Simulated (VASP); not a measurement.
Here is a VASP 6.6.1 calculation.

INCAR

```
SYSTEM = Tl
PREC     = Accurate       ! precision mode
ENCUT    = 600            ! plane-wave cutoff, eV
EDIFF    = 1E-6           ! SCF threshold, eV
ISMEAR   = -1             ! smearing method
SIGMA    = 0.1            ! smearing width, eV
LREAL    = .FALSE.        ! projectors in reciprocal space
LASPH    = .TRUE.         ! aspherical terms in the spheres
NELM     = 100            ! most SCF steps
ALGO     = Normal         ! electronic algorithm
ISIF     = 3              ! what is computed and relaxed
LWAVE    = .FALSE.        ! write WAVECAR
LCHARG   = .FALSE.        ! write CHGCAR
GGA      = PE             ! functional
IBRION   = 2              ! ionic algorithm
NSW      = 60             ! ionic steps
EDIFFG   = -0.005         ! ionic threshold
PSTRESS  = 2300.0
```

File KPOINTS:

```
Automatic mesh
0
G
  18 18 18
  0 0 0
```

File POSCAR:

```
Tl
1.0
   -1.5007254917      1.5007254917      1.5007254917
    1.5007254917     -1.5007254917      1.5007254917
    1.5007254917      1.5007254917     -1.5007254917
Tl
1
Direct
    0.0000000000      0.0000000000      0.0000000000
```

Potentials or basis: VASP PAW PBE potentials, release 64 (Tl_d).

Launch:

```console
$ cat potpaw_PBE.64/Tl_d/POTCAR > POTCAR
$ mpirun -np 1 vasp_std > vasp.out
```

**Question.** What does it give for the band gap on the k mesh?

**Answer.** Zero (an odd number of electrons rules out a gap without spin polarisation).

**Question.** What does it give for the relaxed cell?

**Answer.** a = 2.595 Å, b = 2.595 Å, c = 2.595 Å, α = 109.47°, β = 109.47°, γ = 109.47°.

**Question.** Predict the relaxed volume.

**Answer.** 13.46 Å³/atom.

**Question.** Predict the space group after relaxing (to 0.1 Å).

**Answer.** Im-3m (No. 229).

Final structure:
```
Tl
1.0
    -1.49835    1.49835    1.49835
     1.49835   -1.49835    1.49835
     1.49835    1.49835   -1.49835
Tl
1
Direct
  0.00000 0.00000 0.00000
```

Caveat: the cell is relaxed towards a set pressure, so the run minimises the enthalpy, not the energy; spin-orbit coupling is left out, which moves the levels of the heavy elements.
